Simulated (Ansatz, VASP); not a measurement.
## One calculation of Ni, two programs

Contents of INCAR:

```
ALGO = Normal
EDIFF = 1E-6
ENCUT = 520
GGA = RE
ISIF = 2
ISMEAR = -1
LASPH = T
LCHARG = F
LREAL = F
LWAVE = F
NBANDS = 17
NELM = 60
PREC = Accurate
SIGMA = 0.1
```

The input KPOINTS:

```
k-points
0
Gamma
  16 16 9
```

Contents of POSCAR:

```
Ni
1.0
    2.4660260216      0.0000000000      0.0000000000
   -1.2330130108      2.1356411811      0.0000000000
    0.0000000000      0.0000000000      4.0540295827
Ni
2
Direct
    0.3333333333      0.6666666667      0.2500000000
    0.6666666667      0.3333333333      0.7500000000
```

Input for Ansatz:

```yaml
crystal:
  lattice:
    - [2.4660260216, 0.0, 0.0]
    - [-1.2330130108, 2.1356411811, 0.0]
    - [0.0, 0.0, 4.0540295827]
  atoms:
    - { symbol: Ni, position: [0.3333333333, 0.6666666667, 0.25] }
    - { symbol: Ni, position: [0.6666666667, 0.3333333333, 0.75] }
hamiltonian:
  xc: revpbe
  pseudopotentials:
    kind: paw
    azcp:
      Ni: "pseudopotentials/Ni.paw.azcp"
basis:
  ecutwfc: 420
  fft_grid_basis: typed
kpoints:
  mp_grid: { grid: [16, 16, 9], shift: [0, 0, 0] }
magnetization:
  spin_polarized: false
scf:
  occupations: { method: fermi_dirac, width: 0.1 }
  lower_state_search: "off"
output:
  stress: true
```

Alike in both runs: task single point; functional revPBE; k mesh 16 × 16 × 9; occupations fermi-dirac, width 0.1 eV; no spin polarisation.

```csv
,VASP,Ansatz
version,VASP 6.6.1,Ansatz 0.2.0
potentials or method,"VASP PAW PBE potentials, release 64 (Ni), cutoff 520 eV","plane waves (420 eV) with PAW, scalar-relativistic"
valence electrons in the cell,20,36
```

Ansatz gave:

| Quantity | Value |
| --- | --- |
| pressure (GPa) | 8.4 |
| traceless stress, the component that is largest in VASP (GPa) | 0.00 |

Task: Which values does VASP return?

Result: Pressure (GPa): 8.5; traceless stress, the component that is largest in VASP (GPa): -0.05.

VASP's potentials were made for PBE, not for revPBE. The functional is the same, so the differences come from potentials, cutoffs and numerics. VASP's potentials hold 20 valence electrons a cell and Ansatz's 36, so a difference there can come from the potentials and not from the codes.
